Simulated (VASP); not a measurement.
# Ti in VASP: further runs

Runs on Ti. Level: PBE. Tasks: single point.

Program: VASP 6.6.1. These are calculated values, not measurements. Logs are shortened: lines on timing, memory, paths and dates and some standing lists are left out, and cuts for length are marked.

**1. The cell of the first run**

It takes space group Amm2 (No. 38, orthorhombic). Conventional cell: a = 2.903 Å, b = 4.694 Å, c = 8.130 Å, α = 90.00°, β = 90.00°, γ = 90.00°. Within 3.8 Å of Ti (site symmetry mm2) lie 14 Ti at 2.90 to 3.18 Å. Ti (site symmetry mm2) has 11 Ti at 2.71 to 3.18 Å within 3.6 Å. Ti (site symmetry mm2) has 11 Ti at 2.71 to 3.13 Å within 3.6 Å.

**2. Single point, PBE (atoms displaced along a vibrational mode, the cell strained)**

INCAR

```
PREC = Accurate ; ENCUT = 500
EDIFF = 1E-6 ; ISMEAR = 0
SIGMA = 0.15 ; LREAL = False
LASPH = True ; NELM = 120
ALGO = Normal ; ISIF = 2
LWAVE = False ; LCHARG = False
GGA = PE ; NBANDS = 25
GGA_COMPAT = False
```

KPOINTS

```
regular mesh
0
Gamma
  12 12 14
```

POSCAR

```
Ti
1.0
    4.6935762499      0.0000000000      0.0000000000
   -2.3467881249      4.0647562670      0.0000000000
    0.0000000000      0.0000000000      2.9025556040
Ti
3
Direct
   -0.0094941117     -0.0189882234      0.0000000000
    0.3380803892      0.6761607784      0.5000000000
    0.6714137225      0.3428274450      0.5000000000
```

Potentials or basis: VASP PAW PBE potentials, release 64 (Ti_sv).

Started as:

```bash
> cat potpaw_PBE.64/Ti_sv/POTCAR > POTCAR
> mpirun -np 1 vasp_std > vasp.out
```

OUTCAR:

```text
PREC = Accurate
   ENCUT = 500
   EDIFF = 1E-6
   ISMEAR = 0
   LREAL = False
   LASPH = True
   NELM = 120
   ISIF = 2
   GGA = PE

 ion  position               nearest neighbor table
   1  0.991  0.981  0.000-
   2  0.338  0.676  0.500-   3 2.71   3 2.71   3 2.71
   3  0.671  0.343  0.500-   2 2.71   2 2.71   2 2.71

  LATTYP: Found a hexagonal cell.
 ALAT       =     4.6935762499
 C/A-ratio  =     0.6184102376

  Lattice vectors:

 A1 = (   4.6935762499,   0.0000000000,   0.0000000000)
 A2 = (  -2.3467881249,   4.0647562670,   0.0000000000)
 A3 = (   0.0000000000,   0.0000000000,   2.9025556040)

Analysis of symmetry for initial positions (statically):
=====================================================================
 Subroutine PRICEL returns:
 Original cell was already a primitive cell.

 Routine SETGRP: Setting up the symmetry group for a
 hexagonal supercell.

 Subroutine GETGRP returns: Found  4 space group operations
 (whereof  4 operations were pure point group operations)
 out of a pool of 24 trial point group operations.

The static configuration has the point symmetry C_2v.

Analysis of symmetry for dynamics (positions and initial velocities):
=====================================================================
 Subroutine PRICEL returns:
 Original cell was already a primitive cell.

 Routine SETGRP: Setting up the symmetry group for a
 hexagonal supercell.

 Subroutine GETGRP returns: Found  4 space group operations
 (whereof  4 operations were pure point group operations)
 out of a pool of 24 trial point group operations.

The dynamic configuration has the point symmetry C_2v.

 Subroutine INISYM returns: Found  4 space group operations
 (whereof  4 operations are pure point group operations),
 and found     1 'primitive' translations

----------------------------------------------------------------------------------------

                                     Primitive cell

  volume of cell :      55.3757

  direct lattice vectors                    reciprocal lattice vectors
     4.693576250  0.000000000  0.000000000     0.213057154  0.123008605  0.000000000
    -2.346788125  4.064756267  0.000000000     0.000000000  0.246017211  0.000000000
     0.000000000  0.000000000  2.902555604     0.000000000  0.000000000  0.344523977

  length of vectors
     4.693576250  4.693576250  2.902555604     0.246017211  0.246017211  0.344523977

  position of ions in fractional coordinates (direct lattice)
     0.990505888  0.981011777  0.000000000
     0.338080389  0.676160778  0.500000000
     0.671413722  0.342827445  0.500000000

  ion indices of the primitive-cell ions
   primitive index   ion index
                 1           1
                 2           2
                 3           3

----------------------------------------------------------------------------------------

 KPOINTS: regular mesh

Automatic generation of k-mesh.
 Grid dimensions read from file:
 generate k-points for:   12   12   14

 Generating k-lattice:

  Cartesian coordinates                     Fractional coordinates (reciprocal lattice)
     0.017754763  0.010250717  0.000000000     0.083333333  0.000000000  0.000000000
     0.000000000  0.020501434  0.000000000     0.000000000  0.083333333  0.000000000
     0.000000000  0.000000000  0.024608855     0.000000000  0.000000000  0.071428571

  Length of vectors
     0.020501434  0.020501434  0.024608855

  Shift w.r.t. Gamma in fractional coordinates (k-lattice)
     0.000000000  0.000000000  0.000000000

 Subroutine IBZKPT returns following result:
 ===========================================

 Found    344 irreducible k-points:

 Following reciprocal coordinates:
            Coordinates               Weight
  0.000000  0.000000  0.000000      1.000000
  0.083333  0.000000  0.000000      4.000000
  0.000000  0.083333  0.000000      2.000000
  0.166667  0.000000  0.000000      4.000000
  0.000000  0.166667  0.000000      2.000000
  0.250000  0.000000  0.000000      4.000000
[... 16 lines left out ...]
 -0.083333  0.416667  0.000000      4.000000
 -0.416667  0.333333  0.000000      4.000000
 [... further k-points ...]
   k-points           NKPTS =    344   k-points in BZ     NKDIM =    344   number of bands    NBANDS=     25
   number of dos      NEDOS =    301   number of ions     NIONS =      3
   total plane-waves  NPLWV =  31104
   dimension x,y,z NGX =    36 NGY =   36 NGZ =   24
   dimension x,y,z NGXF=    72 NGYF=   72 NGZF=   48
   ions per type =               3
   NGX,Y,Z   is equivalent  to a cutoff of  12.75, 12.75, 13.75 a.u.
   NGXF,Y,Z  is equivalent  to a cutoff of  25.50, 25.50, 27.49 a.u.
 SYSTEM =  unknown system
   PREC   = accura    normal or accurate (medium, high low for compatibility)
   ISTART =      0    job   : 0-new  1-cont  2-samecut
   ICHARG =      2    charge: 1-file 2-atom 10-const
   ISPIN  =      1    spin polarized calculation?
   LNONCOLLINEAR =      F non collinear calculations
   LSORBIT =      F    spin-orbit coupling
   LASPH  =      T    aspherical Exc in radial PAW
   ENCUT  =  500.0 eV  36.75 Ry    6.06 a.u.   8.56  8.56  5.29*2*pi/ulx,y,z
   NELM   =    120;   NELMIN=  2; NELMDL= -5     # of ELM steps
   EDIFF  = 0.1E-05   stopping-criterion for ELM
   LREAL  =      F    real-space projection
   EDIFFG = 0.1E-04   stopping-criterion for IOM
   NSW    =      0    number of steps for IOM
   IBRION =     -1    ionic relax: 0-MD 1-quasi-New 2-CG
   NFREE  =      0    steps in history (QN), initial steepest desc. (CG)
   ISIF   =      2    stress and relaxation
   ISYM   =      2    0-nonsym 1-usesym 2-fastsym
   POTIM  = 0.5000    time-step for ionic-motion
   TEBEG  =    0.0;   TEEND  =   0.0 temperature during run
   PSTRESS=    0.0 pullay stress
   NELECT =      36.0000    total number of electrons
   NUPDOWN=      -1.0000    fix difference up-down
   EMIN   =  10.00;   EMAX   =-10.00  energy-range for DOS
   EFERMI =   0.00;   METHOD = LEGACY
   ISMEAR =     0;   SIGMA  =   0.15  broadening in eV -4-tet -1-fermi 0-gaus
   EFERMI_NEDOS =   21; number of points for ismear=-14 and -15
   IALGO  =     38    algorithm
   IMIX   =      4    mixing-type and parameters
     AMIX     =   0.40;   BMIX     =  1.00
     AMIX_MAG =   1.60;   BMIX_MAG =  1.00
  volume/ion in A,a.u.               =      18.46       124.56
  Fermi-wavevector in a.u.,A,eV,Ry     =   1.418195  2.680000 27.365094  2.011278
  Thomas-Fermi vector in A             =   2.539346
   LORBIT       =      0    0 simple, 1 ext, 2 COOP (PROOUT), +10 PAW based schemes
   GGA     = PE    functional components
   LHFCALC =     F    Hartree Fock is set to
   AEXX    =    0.0000 exact exchange contribution
   IVDW    =     0    specifies the selected vdW correction
   LEPSILON=     F    determine dielectric tensor
   LRPA    =     F    only Hartree local field effects (RPA)
 non-spin polarized calculation
 Gauss-broadening in eV      SIGMA  =   0.15
  energy-cutoff  :      500.00
  volume of cell :       55.38
 maximum number of plane-waves:      1432
 NGX is ok and might be reduce to    36
   NGX = 17   NGY = 17   NGZ = 11

 number of electron      36.0000002 magnetization

 Free energy of the ion-electron system (eV)
  ---------------------------------------------------
  ext. energy  EPLUGINS =         0.00000000
  ---------------------------------------------------
  free energy    TOTEN  =       -23.42962583 eV

  energy without entropy =      -23.39721315  energy(sigma->0) =      -23.41341949

 E-fermi :   7.5881     XC(G=0): -11.2098

 val. band max:        7.5860809733   @ k =   0.3333   0.2500   0.3571
 cond. band min:       7.5946683014   @ k =   0.5000   0.4167   0.1429
 fundamental gap:      0.0085873280
 Fermi energy:         7.5881045870

 k-point     1 :       0.0000    0.0000    0.0000
  band No.  band energies     occupation
      1     -49.4205      2.00000
      2     -49.1717      2.00000
      3     -49.0460      2.00000
      4     -25.7202      2.00000
      5     -25.7181      2.00000
      6     -25.5704      2.00000
[... 17 lines left out ...]
     24       9.1678      0.00000
     25       9.4610      0.00000

 k-point     2 :       0.0833    0.0000    0.0000
  band No.  band energies     occupation
      1     -49.4200      2.00000
      2     -49.1702      2.00000
      3     -49.0480      2.00000
      4     -25.7403      2.00000
      5     -25.7129      2.00000
      6     -25.5737      2.00000
[... 17 lines left out ...]
     24       9.2035      0.00000
     25       9.4502      0.00000

 k-point     3 :       0.0000    0.0833    0.0000
  band No.  band energies     occupation
      1     -49.4200      2.00000
      2     -49.1702      2.00000
      3     -49.0480      2.00000
      4     -25.7286      2.00000
      5     -25.7273      2.00000
      6     -25.5600      2.00000
[... 17 lines left out ...]
     24       9.0814      0.00000
     25       9.5837      0.00000

 k-point     4 :       0.1667    0.0000    0.0000
  band No.  band energies     occupation
      1     -49.4186      2.00000
      2     -49.1658      2.00000
      3     -49.0540      2.00000
      4     -25.7629      2.00000
      5     -25.7224      2.00000
      6     -25.5529      2.00000
[... 17 lines left out ...]
     24       9.0776      0.00000
     25       9.6729      0.00000
[... 477 lines left out ...]
 k-point    22 :       0.3333    0.0833    0.0000
  band No.  band energies     occupation
      1     -49.4141      2.00000
      2     -49.1434      2.00000
      3     -49.0815      2.00000
      4     -25.8016      2.00000
      5     -25.7152      2.00000
      6     -25.5182      2.00000
[... 17 lines left out ...]
     24       9.6977      0.00000
     25       9.8109      0.00000

 k-point    23 :      -0.0833    0.4167    0.0000
  band No.  band energies     occupation
      1     -49.4142      2.00000
      2     -49.1432      2.00000
      3     -49.0815      2.00000
      4     -25.8004      2.00000
      5     -25.7198      2.00000
      6     -25.5126      2.00000
[... 17 lines left out ...]
     24       9.6577      0.00000
     25       9.8187      0.00000

 k-point    24 :      -0.4167    0.3333    0.0000
  band No.  band energies     occupation
      1     -49.4140      2.00000
      2     -49.1434      2.00000
      3     -49.0814      2.00000
      4     -25.8022      2.00000
      5     -25.7139      2.00000
      6     -25.5180      2.00000
[... 17 lines left out ...]
     24       9.7109      0.00000
     25       9.8147      0.00000

 [... further k-points ...]

------------------------ aborting loop because EDIFF is reached ----------------------------------------

  FORCE on cell =-STRESS in cart. coord.  units (eV):
  Direction    XX          YY          ZZ          XY          YZ          ZX
  --------------------------------------------------------------------------------------
  -------------------------------------------------------------------------------------
  Total       -2.4523749     -2.2998591     -2.6375721     -0.0000000      0.0000000      0.0000000
  in kB      -70.9542653    -66.5415456    -76.3125552     -0.0000000      0.0000000      0.0000000
  external PRESSURE =     -71.2694554 kB  Pullay stress =       0.0000000 kB

 VOLUME and BASIS-vectors are now :
 -----------------------------------------------------------------------------
  energy-cutoff  :      500.00
  volume of cell :       55.38
      direct lattice vectors                 reciprocal lattice vectors
     4.693576250  0.000000000  0.000000000     0.213057154  0.123008605  0.000000000
    -2.346788125  4.064756267  0.000000000     0.000000000  0.246017211  0.000000000
     0.000000000  0.000000000  2.902555604     0.000000000  0.000000000  0.344523977

 POSITION                                       TOTAL-FORCE (eV/Angst)
 -----------------------------------------------------------------------------------
      2.34679      3.98757      0.00000         0.000000      0.204847      0.000000
      0.00000      2.74843      1.45128        -0.000000     -0.070287      0.000000
      2.34679      1.39351      1.45128        -0.000000     -0.134560      0.000000
 -----------------------------------------------------------------------------------
    total drift:                               -0.000000      0.000300      0.000000

  FREE ENERGIE OF THE ION-ELECTRON SYSTEM (eV)
  ---------------------------------------------------
  free  energy   TOTEN  =       -23.4296258350 eV

  energy  without entropy=      -23.3972131503  energy(sigma->0) =      -23.41341949
```

Run time: 2.8 min. Hardware: 1 thread of Intel Xeon 6975P-C (Granite Rapids), shared host; peak memory 0.43 GiB.

Results:

```yaml
Free_energy: -23.4296 eV
Pressure: -7.1 GPa
Largest_force: 0.205 eV/Å
Band_gap_on_the_k_mesh: zero (bands 18 and 19 overlap by 0.24 eV)
```

Forces in eV/Å, atoms in the order of the input:
```
Ti   0.000  0.205  0.000
Ti   0.000 -0.070  0.000
Ti   0.000 -0.135  0.000
```

Caveat: the cell differs from its parent crystal (atoms displaced along a vibrational mode, the cell strained); the cell stands under tension.

**3. Single point, PBE (atoms displaced along a vibrational mode, the cell strained)**

INCAR

```
ALGO     = Normal         # electronic algorithm
EDIFF    = 1E-6           # SCF threshold, eV
ENCUT    = 500            # plane-wave cutoff, eV
GGA      = PE             # functional
GGA_COMPAT= False        
ISIF     = 2              # what is computed and relaxed
ISMEAR   = 0              # smearing method
LASPH    = True           # aspherical terms in the spheres
LCHARG   = False          # write CHGCAR
LREAL    = False          # projectors in reciprocal space
LWAVE    = False          # write WAVECAR
NBANDS   = 25             # bands
NELM     = 120            # most SCF steps
PREC     = Accurate       # precision mode
SIGMA    = 0.15           # smearing width, eV
```

KPOINTS

```
k-points
0
Gamma
  12 12 14
```

POSCAR

```
Ti
1.0
    4.5026278307      0.0000000000      0.0000000000
   -2.2513139154      3.8993900852      0.0000000000
    0.0000000000      0.0000000000      2.7844711468
Ti
3
Direct
   -0.0094941117     -0.0189882234      0.0000000000
    0.3380803892      0.6761607784      0.5000000000
    0.6714137225      0.3428274450      0.5000000000
```

Potentials or basis: VASP PAW PBE potentials, release 64 (Ti_sv).

Started as:

```bash
> cat potpaw_PBE.64/Ti_sv/POTCAR > POTCAR
> mpirun -np 1 vasp_std > vasp.out
```

Wall time 3.9 min (1 thread of Intel Xeon Platinum 8488C (Sapphire Rapids), shared host); peak memory 0.39 GiB.

Results (log left out):

* Free energy: -23.4697 eV
* Pressure: 6.2 GPa
* Largest force: 0.442 eV/Å
* Band gap on the k mesh: zero (bands 18 and 19 overlap by 0.35 eV)

Forces on the atoms (eV/Å):
```
Ti   0.000  0.442  0.000
Ti   0.000 -0.171  0.000
Ti   0.000 -0.270  0.000
```

Stress tensor (GPa, compression positive):
```
6.08 0.00 0.00
0.00 6.53 0.00
0.00 0.00 6.11
```

Levels at points of the mesh, in eV from the Fermi level:
```csv
k point,band 15,band 16,band 17,band 18,band 19,band 20,band 21,band 22
"(0.00, 0.00, 0.00)",-0.75,-0.74,-0.59,-0.59,0.00,0.75,1.36,1.39
"(0.50, 0.00, 0.00)",-2.74,-0.59,-0.40,-0.33,0.09,0.59,1.07,1.26
"(0.00, 0.50, 0.00)",-2.73,-0.55,-0.54,-0.28,0.17,0.59,1.07,1.28
"(0.00, 0.00, 0.50)",-2.20,-1.72,-1.71,-1.70,1.10,1.11,1.33,1.33
"(0.50, 0.00, 0.50)",-1.82,-1.28,-0.69,-0.64,0.36,0.89,1.06,1.16
"(0.00, 0.50, 0.50)",-1.82,-1.24,-0.69,-0.65,0.40,0.86,1.06,1.10
```

Caveat: the cell differs from its parent crystal (atoms displaced along a vibrational mode, the cell strained); the cell stands under pressure.

**4. Single point, PBE (the cell strained)**

INCAR

```
PREC = Accurate ; ENCUT = 500
EDIFF = 1E-6 ; ISMEAR = 0
SIGMA = 0.15 ; LREAL = F
LASPH = T ; NELM = 120
ALGO = Normal ; ISIF = 2
LWAVE = F ; LCHARG = T
GGA = PE ; LELF = T
LVHAR = T ; NBANDS = 25
GGA_COMPAT = F
```

KPOINTS

```
Automatic mesh
0
Gamma
  12 12 14
```

POSCAR

```
Ti
1.0
    4.4646213109      0.0000000000      0.0000000000
   -2.2323106554      3.8664754735      0.0000000000
    0.0000000000      0.0000000000      2.7609675258
Ti
3
Direct
    0.0000000000      0.0000000000      0.0000000000
    0.3333333333      0.6666666667      0.5000000000
    0.6666666667      0.3333333333      0.5000000000
```

Started as:

```bash
> cat potpaw_PBE.64/Ti_sv/POTCAR > POTCAR
> mpirun -np 1 vasp_std > vasp.out
```

Run time: 62 s. Hardware: 1 thread of Intel Xeon 6975P-C (Granite Rapids), shared host; peak memory 0.26 GiB.

It converged, with:

| Item | Value |
| --- | --- |
| Free energy | -23.4337 eV |
| Pressure | 9.4 GPa |
| Band gap on the k mesh | zero (bands 18 and 19 overlap by 0.35 eV) |

Stress tensor (GPa, compression positive):
```
9.19 0.00 0.00
0.00 9.19 0.00
0.00 0.00 9.81
```

Levels at points of the mesh, in eV from the Fermi level:
```csv
k point,band 16,band 17,band 18,band 19,band 20,band 21
"(0.00, 0.00, 0.00)",-0.71,-0.63,-0.63,-0.01,0.73,1.39
"(0.50, 0.00, 0.00)",-0.48,-0.46,-0.40,0.04,0.58,1.10
"(0.00, 0.00, 0.50)",-1.79,-1.79,-1.70,1.12,1.12,1.38
"(0.50, 0.00, 0.50)",-1.31,-0.69,-0.68,0.35,0.88,1.16
```

Caveat: the cell differs from its parent crystal (the cell strained); the cell stands under pressure.

**5. Single point, PBE (the cell strained)**

INCAR

```
ALGO = Normal
EDIFF = 1E-6
ENCUT = 500
GGA = PE
GGA_COMPAT = False
ISIF = 2
ISMEAR = 0
LASPH = True
LCHARG = True
LELF = True
LREAL = False
LVHAR = True
LWAVE = False
NBANDS = 25
NELM = 120
PREC = Accurate
SIGMA = 0.15
```

KPOINTS

```
k-points
0
Gamma
  12 12 14
```

POSCAR

```
Ti
1.0
    4.5026278307      0.0000000000      0.0000000000
   -2.2513139154      3.8993900852      0.0000000000
    0.0000000000      0.0000000000      2.7844711468
Ti
3
Direct
    0.0000000000      0.0000000000      0.0000000000
    0.3333333333      0.6666666667      0.5000000000
    0.6666666667      0.3333333333      0.5000000000
```

Started as:

```bash
> cat potpaw_PBE.64/Ti_sv/POTCAR > POTCAR
> mpirun -np 1 vasp_std > vasp.out
```

Wall time 62 s (1 thread of Intel Xeon 6975P-C (Granite Rapids), shared host); peak memory 0.26 GiB.

It converged, with:

```
Free energy            : -23.4929 eV
Pressure               : 5.9 GPa
Band gap on the k mesh : zero (bands 18 and 19 overlap by 0.33 eV)
```

Stress tensor (GPa, compression positive):
```
5.75 0.00 0.00
0.00 5.75 0.00
0.00 0.00 6.14
```

Levels at points of the mesh, in eV from the Fermi level:
| k point | band 15 | band 16 | band 17 | band 18 | band 19 | band 20 | band 21 | band 22 |
| --- | --- | --- | --- | --- | --- | --- | --- | --- |
| (0.00, 0.00, 0.00) | -0.71 | -0.71 | -0.62 | -0.62 | -0.01 | 0.72 | 1.36 | 1.36 |
| (0.50, 0.00, 0.00) | -2.74 | -0.45 | -0.43 | -0.38 | 0.05 | 0.57 | 1.09 | 1.27 |
| (0.00, 0.00, 0.50) | -2.20 | -1.72 | -1.72 | -1.71 | 1.10 | 1.10 | 1.34 | 1.34 |
| (0.50, 0.00, 0.50) | -1.81 | -1.25 | -0.68 | -0.66 | 0.36 | 0.86 | 1.08 | 1.13 |

Caveat: the cell differs from its parent crystal (the cell strained); the cell stands under pressure.

**6. Overview**

```csv
cell,gap on the mesh (eV),pressure (GPa),largest force (eV/Å)
"a = 4.694, b = 4.694, c = 2.903 Å, angles 90.0, 90.0, 120.0°, 3 atoms, atomic positions A",none,-7.1,0.20
"a = 4.503, b = 4.503, c = 2.784 Å, angles 90.0, 90.0, 120.0°, 3 atoms, atomic positions A",none,6.2,0.44
"a = 4.465, b = 4.465, c = 2.761 Å, angles 90.0, 90.0, 120.0°, 3 atoms, atomic positions B",none,9.4,-
"a = 4.503, b = 4.503, c = 2.784 Å, angles 90.0, 90.0, 120.0°, 3 atoms, atomic positions B",none,5.9,-
```

Alike in all rows: task single point; level PBE; potentials or basis VASP PAW PBE potentials, release 64 (Ti_sv); no spin polarisation; k mesh 12 × 12 × 14; cutoff (eV) 500; smearing gaussian 0.15 eV.

Caveats: the cell stands under pressure (at least some runs); the cell stands under tension (at least some runs).

Absolute energies hang on the potentials; compare differences alone.
